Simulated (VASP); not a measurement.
# Sn: relaxation of cell and atoms with LDA

Sn:

```
Sn
1.0
    -1.72654    1.77555    2.33834
     1.72654   -1.77555    2.33834
     1.72654    1.77555   -2.33834
Sn
1
Direct
  0.00000 0.00000 0.00000
```

```json
{
 "Program": "VASP 6.6.1",
 "Task": "relaxation of cell and atoms",
 "Functional": "LDA",
 "Potentials or basis": "VASP PAW LDA potentials, release 64 (Sn_d)",
 "Cutoff": "600 eV",
 "k mesh": "11 × 11 × 11",
 "Occupations": "fermi-dirac, width 0.05 eV",
 "Spin": "no spin polarisation",
 "Target pressure": "10 GPa",
 "Dipole correction": "no",
 "Further INCAR settings": "ALGO = Normal; EDIFF = 1e-06; IBRION = 2; EDIFFG = -0.01; NSW = 80; ISIF = 3"
}
```

* Relaxed volume: 22.79 Å³/atom
* Relaxed cell: a = 3.163 Å, b = 3.163 Å, c = 3.163 Å, α = 118.72°, β = 118.74°, γ = 92.21°
* Space group after relaxing (to 0.1 Å): I4/mmm (No. 139)
* Energy change on relaxing (the run minimises the enthalpy): +39.3 meV/atom
* Ionic steps: 20
* Pressure after relaxing: 10.0 GPa
* Band gap on the k mesh: zero (bands 7 and 8 overlap by 11.40 eV)

Step by step:
```csv
step,energy change (eV),largest force (eV/Å),pressure (GPa),volume (Å³)
1,0.0000,0.0000,-4.69,28.67
2,0.5308,0.0000,36.29,19.09
3,0.0329,0.0000,9.37,22.93
4,0.0403,0.0000,9.92,22.81
5,0.0471,0.0000,10.41,22.70
6,0.0459,0.0000,10.41,22.69
7,0.0460,0.0000,10.42,22.69
8,0.0346,0.0000,9.60,22.87
9,0.0397,0.0000,9.96,22.78
10,0.0400,0.0000,10.04,22.78
11,0.0398,0.0000,9.97,22.78
12,0.0392,0.0000,9.98,22.79
13,0.0382,0.0000,9.94,22.81
14,0.0378,0.0000,9.87,22.81
15,0.0383,0.0000,9.85,22.80
16,0.0400,0.0000,9.99,22.78
17,0.0397,0.0000,10.01,22.78
18,0.0390,0.0000,9.98,22.79
19,0.0391,0.0000,9.93,22.79
20,0.0393,0.0000,9.96,22.79
```

Final structure:
```
CELL_PARAMETERS angstrom
-1.61194 1.61159 2.19301
1.61194 -1.61159 2.19301
1.61194 1.61159 -2.19301
ATOMIC_POSITIONS crystal
Sn 0.00000 0.00000 0.00000
```

Levels at points of the mesh, in eV from the Fermi level:
```
           k point  band 5  band 6  band 7  band 8  band 9  band 10
(0.00, 0.00, 0.00)  -21.41  -12.54    9.08    9.18    9.19    10.89
```

It took 4.6 min on 1 thread of Intel(R) Xeon(R) 6975P-C (Granite Rapids) (shared host), peak memory 0.24 GiB.

Caveat: the cell is relaxed towards a set pressure, so the run minimises the enthalpy, not the energy; the volume moved by over 15 % at a fixed basis, so the end points are rough; spin-orbit coupling is left out, which moves the levels of the heavy elements.
